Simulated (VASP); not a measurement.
A run of VASP 6.6.1:

File INCAR:

```
SYSTEM = B2SbP3
ALGO     = Normal         ! electronic algorithm
EDIFF    = 1E-7           ! SCF threshold, eV
EDIFFG   = -0.04          ! ionic threshold
ENCUT    = 600            ! plane-wave cutoff, eV
GGA      = PE             ! functional
IBRION   = 2              ! ionic algorithm
ISIF     = 3              ! what is computed and relaxed
ISMEAR   = 0              ! smearing method
LASPH    = .TRUE.         ! aspherical terms in the spheres
LCHARG   = .FALSE.        ! write CHGCAR
LREAL    = .FALSE.        ! projectors in reciprocal space
LWAVE    = .FALSE.        ! write WAVECAR
NELM     = 80             ! most SCF steps
NSW      = 90             ! ionic steps
PREC     = Accurate       ! precision mode
SIGMA    = 0.1            ! smearing width, eV
```

Contents of KPOINTS:

```
k-points
0
G
  6 6 2
  0 0 0
```

POSCAR

```
B2SbP3
1.0
    3.7368926500      0.0000000000      0.0000000000
   -1.8684463200      3.2362439600      0.0000000000
    0.0000000000      0.0000000000      9.0774193800
B Sb P
2 1 3
Direct
    0.3333333300      0.6666666700      0.6716859900
    0.6666666700      0.3333333300      0.3283140100
    0.0000000000      0.0000000000      0.0000000000
    0.0000000000      0.0000000000      0.5000000000
    0.3333333300      0.6666666700      0.1569260100
    0.6666666700      0.3333333300      0.8430739900
```

Potentials or basis: VASP PAW PBE potentials, release 64 (B, Sb, P).

Command:

```console
$ cat potpaw_PBE.64/B/POTCAR potpaw_PBE.64/Sb/POTCAR potpaw_PBE.64/P/POTCAR > POTCAR
$ mpirun -np 1 vasp_std > vasp.out
```

Hardware: 1 thread of Intel Xeon 8259CL, with other jobs on the host.

Q: Estimate the wall time of this run.

A: Wall time 22 min on 1 thread of Intel Xeon 8259CL, on a shared host, peak memory 0.29 GiB. Counts: scf iterations 222, k points 14, ion steps 23.
